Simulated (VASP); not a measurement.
# TiSbO3 (R-3) in VASP: single point with PBEsol+U

Aim: the single point of TiSbO3 with PBEsol+U.

All numbers are computed with VASP 6.6.1; they aren't measurements. Logs are shortened: lines on timing, memory, paths and dates and some standing lists are left out, and cuts for length are marked.

**1. The cell of the first run**

Symmetry: R-3, No. 148, trigonal system. Conventional cell: a = 5.769 Å, b = 5.769 Å, c = 12.726 Å, α = 90.00°, β = 90.00°, γ = 120.00°. Within 2.8 Å of Sb (site symmetry 3) lie 6 O at 2.12 to 2.43 Å. Within 2.7 Å of Ti (site symmetry 3) lie 6 O at 2.03 to 2.25 Å. O (site symmetry 1) has 2 Ti at 2.03 to 2.25 Å and 2 Sb at 2.12 to 2.43 Å and 3 O at 2.46 to 2.69 Å within 2.7 Å.

**2. Single point, PBEsol+U**

File INCAR:

```
PREC     = Accurate       # precision mode
ENCUT    = 700            # plane-wave cutoff, eV
EDIFF    = 1E-6           # SCF threshold, eV
ISMEAR   = -1             # smearing method
SIGMA    = 0.1            # smearing width, eV
LREAL    = False          # projectors in reciprocal space
LASPH    = True           # aspherical terms in the spheres
NELM     = 200            # most SCF steps
ALGO     = Normal         # electronic algorithm
ISIF     = 2              # what is computed and relaxed
LWAVE    = False          # write WAVECAR
LCHARG   = False          # write CHGCAR
LMAXMIX  = 4              # l up to which the mixer works
LDAU     = True           # DFT+U
LDAUTYPE = 1            
LDAUL    = -1 2 -1        # shell
LDAUU    = 0 7.39 0       # U, eV
LDAUJ    = 0 0.63 0     
LDAUPRINT= 1            
GGA      = PS             # functional
NBANDS   = 56             # bands
GGA_COMPAT= False
```

File KPOINTS:

```
Automatic mesh
0
Gamma
  4 4 4
```

File POSCAR:

```
TiSbO3
1.0
    2.6012920437     -1.9178405343     -4.7792419372
    0.0000000000      3.2318454570     -4.7792427274
    2.7545140964      1.3914050508      4.4232528772
Sb Ti O
2 2 6
Direct
    0.3642510284      0.3642510284      0.0927530851
    0.6357489716      0.6357489716      0.9072469149
    0.1232323424      0.1232323424      0.3696970273
    0.8767676576      0.8767676576      0.6303029727
    0.5409543984      1.0101790795      0.7535355706
    0.2024020927      0.5409543984      0.7535355706
    1.0101790795      0.2024020927      0.7535355706
    0.4590456016     -0.0101790795      0.2464644294
    0.7975979073      0.4590456016      0.2464644294
   -0.0101790795      0.7975979073      0.2464644294
```

Potentials or basis: VASP PAW PBE potentials, release 64 (Sb_d_GW, Ti_sv, O).

Launch:

```bash
$ cat potpaw_PBE.64/Sb_d_GW/POTCAR potpaw_PBE.64/Ti_sv/POTCAR potpaw_PBE.64/O/POTCAR > POTCAR
$ mpirun -np 1 vasp_std > vasp.out
```

OUTCAR:

```text
PREC = Accurate
   ENCUT = 700
   EDIFF = 1E-6
   ISMEAR = -1
   LREAL = False
   LASPH = True
   NELM = 200
   ISIF = 2
   GGA = PS

 ion  position               nearest neighbor table
   1  0.364  0.364  0.093-   6 2.12   5 2.12   7 2.12   9 2.43  10 2.43   8 2.43   3 3.07   2 3.42
                             2 3.42   2 3.42
   2  0.636  0.636  0.907-   9 2.12   8 2.12  10 2.12   6 2.43   7 2.43   5 2.43   4 3.07   1 3.42
                             1 3.42   1 3.42
   3  0.123  0.123  0.370-  10 2.03   9 2.03   8 2.03   7 2.25   5 2.25   6 2.25   1 3.07
   4  0.877  0.877  0.630-   7 2.03   6 2.03   5 2.03  10 2.25   8 2.25   9 2.25   2 3.07
   5  0.541  0.010  0.754-   4 2.03   1 2.12   3 2.25   2 2.43
   6  0.202  0.541  0.754-   4 2.03   1 2.12   3 2.25   2 2.43
   7  0.010  0.202  0.754-   4 2.03   1 2.12   3 2.25   2 2.43
   8  0.459  0.990  0.246-   3 2.03   2 2.12   4 2.25   1 2.43
   9  0.798  0.459  0.246-   3 2.03   2 2.12   4 2.25   1 2.43
  10  0.990  0.798  0.246-   3 2.03   2 2.12   4 2.25   1 2.43

  LATTYP: Found a trigonal (rhomboedric) cell.
 ALAT       =     5.3933776003
 COS(alpha) =     0.4278501641

  Lattice vectors:

 A1 = (   5.3558061401,  -0.5264354835,  -0.3559890600)
 A2 = (   2.7545140964,   4.6232505078,  -0.3559898502)
 A3 = (   2.7545140964,   1.3914050508,   4.4232528772)

Analysis of symmetry for initial positions (statically):
=====================================================================
 Subroutine PRICEL returns:
 Original cell was already a primitive cell.

 Routine SETGRP: Setting up the symmetry group for a
 trigonal (rhombohedral) supercell.

 Subroutine GETGRP returns: Found  6 space group operations
 (whereof  6 operations were pure point group operations)
 out of a pool of 12 trial point group operations.

The static configuration has the point symmetry S_6 .

Analysis of symmetry for dynamics (positions and initial velocities):
=====================================================================
 Subroutine PRICEL returns:
 Original cell was already a primitive cell.

 Routine SETGRP: Setting up the symmetry group for a
 trigonal (rhombohedral) supercell.

 Subroutine GETGRP returns: Found  6 space group operations
 (whereof  6 operations were pure point group operations)
 out of a pool of 12 trial point group operations.

The dynamic configuration has the point symmetry S_6 .

 Subroutine INISYM returns: Found  6 space group operations
 (whereof  6 operations are pure point group operations),
 and found     1 'primitive' translations

----------------------------------------------------------------------------------------

                                     Primitive cell

  volume of cell :     122.2774

  direct lattice vectors                    reciprocal lattice vectors
     2.601292044 -1.917840534 -4.779241937     0.171291939 -0.107660875 -0.072803021
     0.000000000  3.231845457 -4.779242727     0.014992405  0.201759791 -0.072803069
     2.754514096  1.391405051  4.423252877     0.201276749  0.101672153  0.068753295

  length of vectors
     5.769400845  5.769400845  5.393377600     0.215016446  0.215016446  0.235746839

  position of ions in fractional coordinates (direct lattice)
     0.364251028  0.364251028  0.092753085
     0.635748972  0.635748972  0.907246915
     0.123232342  0.123232342  0.369697027
     0.876767658  0.876767658  0.630302973
[... 124 lines left out ...]
 onsite density matrix

spin component  1

  0.2389  0.0383 -0.0585  0.0717  0.1032
  0.0383  0.1440 -0.0145  0.0344  0.0285
 -0.0585 -0.0145  0.1299 -0.0760 -0.0667
  0.0717  0.0344 -0.0760  0.1404  0.0745
  0.1032  0.0285 -0.0667  0.0745  0.1364

spin component  2

  0.2389  0.0383 -0.0585  0.0717  0.1032
  0.0383  0.1440 -0.0145  0.0344  0.0285
 -0.0585 -0.0145  0.1299 -0.0760 -0.0667
  0.0717  0.0344 -0.0760  0.1404  0.0745
  0.1032  0.0285 -0.0667  0.0745  0.1364

 occupancies and eigenvectors

  o =  0.0568  v =  0.2066  0.1212 -0.7070 -0.3876 -0.5409  0.0000  0.0000  0.0000  0.0000  0.0000      0.0000  0.0000  0.0000  0.0000  0.0000  0.0000  0.0000  0.0000  0.0000  0.0000
  o =  0.0568  v =  0.0000  0.0000  0.0000  0.0000  0.0000  0.2066  0.1212 -0.7070 -0.3876 -0.5409      0.0000  0.0000  0.0000  0.0000  0.0000  0.0000  0.0000  0.0000  0.0000  0.0000
  o =  0.0568  v =  0.0000  0.0000  0.0000  0.0000  0.0000 -0.2186  0.0958 -0.2123 -0.6551  0.6848      0.0000  0.0000  0.0000  0.0000  0.0000  0.0000  0.0000  0.0000  0.0000  0.0000
  o =  0.0568  v = -0.2186  0.0958 -0.2123 -0.6551  0.6848  0.0000  0.0000  0.0000  0.0000  0.0000      0.0000  0.0000  0.0000  0.0000  0.0000  0.0000  0.0000  0.0000  0.0000  0.0000
  o =  0.1326  v = -0.0254 -0.9345 -0.3172  0.1024  0.1222  0.0000  0.0000  0.0000  0.0000  0.0000      0.0000  0.0000  0.0000  0.0000  0.0000  0.0000  0.0000  0.0000  0.0000  0.0000
  o =  0.1326  v =  0.0000  0.0000  0.0000  0.0000  0.0000 -0.0254 -0.9345 -0.3172  0.1024  0.1222      0.0000  0.0000  0.0000  0.0000  0.0000  0.0000  0.0000  0.0000  0.0000  0.0000
  o =  0.1326  v = -0.7086  0.2353 -0.4645  0.4735  0.0499  0.0000  0.0000  0.0000  0.0000  0.0000      0.0000  0.0000  0.0000  0.0000  0.0000  0.0000  0.0000  0.0000  0.0000  0.0000
  o =  0.1326  v =  0.0000  0.0000  0.0000  0.0000  0.0000 -0.7086  0.2353 -0.4645  0.4735  0.0499      0.0000  0.0000  0.0000  0.0000  0.0000  0.0000  0.0000  0.0000  0.0000  0.0000
  o =  0.4107  v =  0.6378  0.2179 -0.3724  0.4313  0.4702  0.0000  0.0000  0.0000  0.0000  0.0000      0.0000  0.0000  0.0000  0.0000  0.0000  0.0000  0.0000  0.0000  0.0000  0.0000
  o =  0.4107  v =  0.0000  0.0000  0.0000  0.0000  0.0000  0.6378  0.2179 -0.3724  0.4313  0.4702      0.0000  0.0000  0.0000  0.0000  0.0000  0.0000  0.0000  0.0000  0.0000  0.0000

atom =   4  type =  2  l = 2

 onsite density matrix

spin component  1

  0.2389  0.0383 -0.0585  0.0717  0.1032
  0.0383  0.1440 -0.0145  0.0344  0.0285
 -0.0585 -0.0145  0.1299 -0.0760 -0.0667
  0.0717  0.0344 -0.0760  0.1404  0.0745
  0.1032  0.0285 -0.0667  0.0745  0.1364

spin component  2

  0.2389  0.0383 -0.0585  0.0717  0.1032
  0.0383  0.1440 -0.0145  0.0344  0.0285
 -0.0585 -0.0145  0.1299 -0.0760 -0.0667
  0.0717  0.0344 -0.0760  0.1404  0.0745
  0.1032  0.0285 -0.0667  0.0745  0.1364

 occupancies and eigenvectors

  o =  0.0568  v =  0.2066  0.1212 -0.7070 -0.3876 -0.5409  0.0000  0.0000  0.0000  0.0000  0.0000      0.0000  0.0000  0.0000  0.0000  0.0000  0.0000  0.0000  0.0000  0.0000  0.0000
  o =  0.0568  v =  0.0000  0.0000  0.0000  0.0000  0.0000  0.2066  0.1212 -0.7070 -0.3876 -0.5409      0.0000  0.0000  0.0000  0.0000  0.0000  0.0000  0.0000  0.0000  0.0000  0.0000
  o =  0.0568  v =  0.0000  0.0000  0.0000  0.0000  0.0000 -0.2186  0.0958 -0.2123 -0.6550  0.6848      0.0000  0.0000  0.0000  0.0000  0.0000  0.0000  0.0000  0.0000  0.0000  0.0000
  o =  0.0568  v = -0.2186  0.0958 -0.2123 -0.6550  0.6848  0.0000  0.0000  0.0000  0.0000  0.0000      0.0000  0.0000  0.0000  0.0000  0.0000  0.0000  0.0000  0.0000  0.0000  0.0000
  o =  0.1326  v = -0.0254 -0.9345 -0.3172  0.1024  0.1222  0.0000  0.0000  0.0000  0.0000  0.0000      0.0000  0.0000  0.0000  0.0000  0.0000  0.0000  0.0000  0.0000  0.0000  0.0000
  o =  0.1326  v =  0.0000  0.0000  0.0000  0.0000  0.0000 -0.0254 -0.9345 -0.3172  0.1024  0.1222      0.0000  0.0000  0.0000  0.0000  0.0000  0.0000  0.0000  0.0000  0.0000  0.0000
  o =  0.1326  v = -0.7086  0.2353 -0.4645  0.4735  0.0499  0.0000  0.0000  0.0000  0.0000  0.0000      0.0000  0.0000  0.0000  0.0000  0.0000  0.0000  0.0000  0.0000  0.0000  0.0000
  o =  0.1326  v =  0.0000  0.0000  0.0000  0.0000  0.0000 -0.7086  0.2353 -0.4645  0.4735  0.0499      0.0000  0.0000  0.0000  0.0000  0.0000  0.0000  0.0000  0.0000  0.0000  0.0000
  o =  0.4107  v =  0.6378  0.2179 -0.3724  0.4313  0.4702  0.0000  0.0000  0.0000  0.0000  0.0000      0.0000  0.0000  0.0000  0.0000  0.0000  0.0000  0.0000  0.0000  0.0000  0.0000
  o =  0.4107  v =  0.0000  0.0000  0.0000  0.0000  0.0000  0.6378  0.2179 -0.3724  0.4313  0.4702      0.0000  0.0000  0.0000  0.0000  0.0000  0.0000  0.0000  0.0000  0.0000  0.0000

 number of electron      89.9999999 magnetization

 Free energy of the ion-electron system (eV)
  ---------------------------------------------------
  ext. energy  EPLUGINS =         0.00000000
  ---------------------------------------------------
  free energy    TOTEN  =       -67.22761572 eV

  energy without entropy =      -67.20734227  energy(sigma->0) =      -67.21747900

 E-fermi :   8.3147     XC(G=0): -11.7093

 val. band max:        8.2973604118   @ k =   0.0000  -0.0000   0.5000
 cond. band min:       8.5647269522   @ k =   0.5000   0.0000   0.0000
 fundamental gap:      0.2673665404
 Fermi energy:         8.3147389561

 k-point     1 :       0.0000    0.0000    0.0000
  band No.  band energies     occupation
      1     -51.8037      2.00000
      2     -51.7895      2.00000
      3     -28.3207      2.00000
      4     -28.3207      2.00000
      5     -28.2733      2.00000
      6     -28.2733      2.00000
[... 815 lines left out ...]
     55      11.0954      0.00000
     56      11.9640      0.00000

------------------------ aborting loop because EDIFF is reached ----------------------------------------

  FORCE on cell =-STRESS in cart. coord.  units (eV):
  Direction    XX          YY          ZZ          XY          YZ          ZX
  --------------------------------------------------------------------------------------
  -------------------------------------------------------------------------------------
  Total        0.8937209      1.3021732      1.3781133     -0.2770060     -0.0946232     -0.1873191
  in kB       11.7102543     17.0621257     18.0571556     -3.6295571     -1.2398291     -2.4544061
  external PRESSURE =      15.6098452 kB  Pullay stress =       0.0000000 kB

 VOLUME and BASIS-vectors are now :
 -----------------------------------------------------------------------------
  energy-cutoff  :      700.00
  volume of cell :      122.28
      direct lattice vectors                 reciprocal lattice vectors
     2.601292044 -1.917840534 -4.779241937     0.171291939 -0.107660875 -0.072803021
     0.000000000  3.231845457 -4.779242727     0.014992405  0.201759791 -0.072803069
     2.754514096  1.391405051  4.423252877     0.201276749  0.101672153  0.068753295

 POSITION                                       TOTAL-FORCE (eV/Angst)
 -----------------------------------------------------------------------------------
      1.20301      0.60768     -3.07142         0.092028      0.046487      0.031436
      4.15279      2.09773     -2.06381        -0.092028     -0.046487     -0.031436
      1.33890      0.67633      0.45735         0.106122      0.053606      0.036250
      4.01691      2.02908     -5.59258        -0.106122     -0.053606     -0.036250
      3.48280      0.04391      0.69908        -0.025834      0.103230      0.127581
      2.60213      2.40858     -0.21960         0.110916     -0.113871      0.048291
      2.10210      1.68308      2.31710         0.067759      0.087846     -0.123664
      1.87300      2.66150     -5.83431         0.025834     -0.103230     -0.127581
      2.75367      0.29683     -4.91563        -0.110916      0.113871     -0.048291
      3.25370      1.02233     -7.45233        -0.067759     -0.087846      0.123664
 -----------------------------------------------------------------------------------
    total drift:                               -0.000000     -0.000000     -0.000000

  FREE ENERGIE OF THE ION-ELECTRON SYSTEM (eV)
  ---------------------------------------------------
  free  energy   TOTEN  =       -67.2276157217 eV

  energy  without entropy=      -67.2073422719  energy(sigma->0) =      -67.21747900
```

Run time: 4.7 min. Hardware: 1 thread of Intel Xeon Platinum 8259CL at 2.50GHz (Skylake/Cascade Lake), shared host; peak memory 0.43 GiB.

What came out:

| Item | Value |
| --- | --- |
| Free energy | -67.2276 eV |
| Pressure | 1.6 GPa |
| Largest force | 0.166 eV/Å |
| Band gap on the k mesh | 0.27 eV (least direct gap 0.31 eV) |

Forces on the atoms (eV/Å):
```
Sb   0.092  0.046  0.031
Sb  -0.092 -0.046 -0.031
Ti   0.106  0.054  0.036
Ti  -0.106 -0.054 -0.036
O   -0.026  0.103  0.128
O    0.111 -0.114  0.048
O    0.068  0.088 -0.124
O    0.026 -0.103 -0.128
O   -0.111  0.114 -0.048
O   -0.068 -0.088  0.124
```

Stress tensor (GPa, compression positive):
```
 1.17 -0.36 -0.25
-0.36  1.71 -0.12
-0.25 -0.12  1.81
```

Eigenvalues of the final occupation matrices:
```csv
site,spin,trace,eigenvalues
site 3 d,1,0.79,0.06 0.06 0.13 0.13 0.41
site 3 d,2,0.79,0.06 0.06 0.13 0.13 0.41
site 4 d,1,0.79,0.06 0.06 0.13 0.13 0.41
site 4 d,2,0.79,0.06 0.06 0.13 0.13 0.41
```

Caveat: the PAW data sets were made with another functional, which shifts forces and pressure a little; spin-orbit coupling is left out, which moves the levels of the heavy elements. A k mesh can miss the band edges.
